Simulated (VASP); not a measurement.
A run of VASP 6.6.1 is set up as follows.

POSCAR

```
SiC
1.0
    0.0000000000      2.1037000000      2.1037000000
    2.1037000000      0.0000000000      2.1037000000
    2.1037000000      2.1037000000      0.0000000000
Si C
1 1
Direct
    0.0000000000      0.0000000000      0.0000000000
    0.2500000000      0.2500000000      0.2500000000
```

Contents of INCAR.step1:

```
SYSTEM = SiC
ALGO = Normal ; EDIFF = 1E-5
ENCUT = 660 ; GGA = PE
GGA_COMPAT = .FALSE. ; ISMEAR = 0
LASPH = .TRUE. ; LCHARG = .FALSE.
LREAL = .FALSE. ; LWAVE = .TRUE.
NBANDS = 11 ; NELM = 120
PREC = Accurate ; SIGMA = 0.01
```

Contents of INCAR.step2:

```
SYSTEM = SiC
ALGO = Normal ; EDIFF = 1E-6
ENCUT = 660 ; GGA_COMPAT = .FALSE.
ISIF = 2 ; ISMEAR = 0
ISTART = 1 ; LASPH = .TRUE.
LCHARG = .FALSE. ; LMIXTAU = .TRUE.
LREAL = .FALSE. ; LWAVE = .FALSE.
METAGGA = R2SCAN ; NBANDS = 11
NELM = 120 ; PREC = Accurate
SIGMA = 0.01
```

Contents of KPOINTS:

```
k-points
0
G
  4 4 4
  0 0 0
```

Potentials or basis: VASP PAW PBE potentials, release 64 (Si, C).

The run is started by

```sh
$ cat potpaw_PBE.64/Si/POTCAR potpaw_PBE.64/C/POTCAR > POTCAR
$ cp INCAR.step1 INCAR
$ mpirun -np 1 vasp_std > vasp.out
$ cp INCAR.step2 INCAR
$ mpirun -np 1 vasp_std > vasp.out
```

(1) Predict the pressure.

(2) Predict the band gap on the k mesh.

## Answers

(1) 28.9 GPa.

(2) 1.61 eV, indirect (least direct gap 5.16 eV).

Caveat: the k points lie up to 0.65 Å⁻¹ apart; the PAW data sets were made with another functional, which shifts forces and pressure a little.
